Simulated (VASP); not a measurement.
Set up this calculation in VASP 6.6.1, as the native input.

* Task: single point
* Functional: PBE
* Potentials or basis: VASP PAW PBE potentials, release 64 (W_sv, C)
* Cutoff: 520 eV
* k mesh: 2 × 2 × 2
* Occupations: fermi-dirac, width 0.17 eV
* Spin: no spin polarisation
* Dipole correction: no
* Further INCAR settings: LREAL = Auto; ALGO = Normal; EDIFF = 1e-07; NBANDS = 86

The structure of WC lies in POSCAR:

```
WC
1.0
   -2.9549430000     -5.1181120000      0.0000000000
    4.4324150000     -2.5590560000      0.0000000000
    0.0000000000      0.0000000000      5.7954480000
W C
8 8
Direct
    0.7441319858      0.4989531897      0.0145458988
    0.7339575869      0.5048044540      0.5285872637
    0.4680772224      0.0246686088      0.0375639640
    0.4513953498     -0.0061710086      0.5285182440
    0.2311786403      0.5210522266      0.0404282810
    0.2480478076      0.5006000414      0.5456523810
   -0.0482334975      0.0057694878      0.0344235683
   -0.0035888369      0.0130392103      0.5254986327
    0.4531808543      0.6998946609      0.2896928762
    0.4617206004      0.6509674875      0.8146738613
    0.2401327999      0.2057295484      0.2439500794
    0.2422898879      0.1944206055      0.7711224395
   -0.0161461179      0.6488086386      0.2620332371
   -0.0040000247      0.6557779800      0.7748322477
    0.7478692236      0.2030520443      0.2745948199
    0.7028628008      0.1323024837      0.7735036187
```

One way to write it, as run:

INCAR

```
SYSTEM = WC
ALGO = Normal ; EDIFF = 1E-7
ENCUT = 520 ; GGA = PE
ISIF = 2 ; ISMEAR = -1
LASPH = .TRUE. ; LCHARG = .FALSE.
LREAL = Auto ; LWAVE = .FALSE.
NBANDS = 86 ; NELM = 60
PREC = Accurate ; SIGMA = 0.17
```

KPOINTS

```
k-points
0
G
  2 2 2
  0 0 0
```

Potentials or basis: VASP PAW PBE potentials, release 64 (W_sv, C).

Command:

```bash
$ cat potpaw_PBE.64/W_sv/POTCAR potpaw_PBE.64/C/POTCAR > POTCAR
$ mpirun -np 1 vasp_std > vasp.out
```

Results of the run:

```
Pressure               : -2.4 GPa
Largest force          : 4.695 eV/Å
Band gap on the k mesh : zero (bands 72 and 73 overlap by 0.29 eV)
```

Caveat: the k points lie up to 0.61 Å⁻¹ apart; spin-orbit coupling is left out, which moves the levels of the heavy elements; forces of over 1 eV/Å act on the atoms, so gaps and moduli don't describe the material at rest.

Wall time 3.2 min on 1 thread of AMD EPYC 9R45 96-Core Processor (Zen 5), with other jobs on the host, peak memory 0.3 GiB.
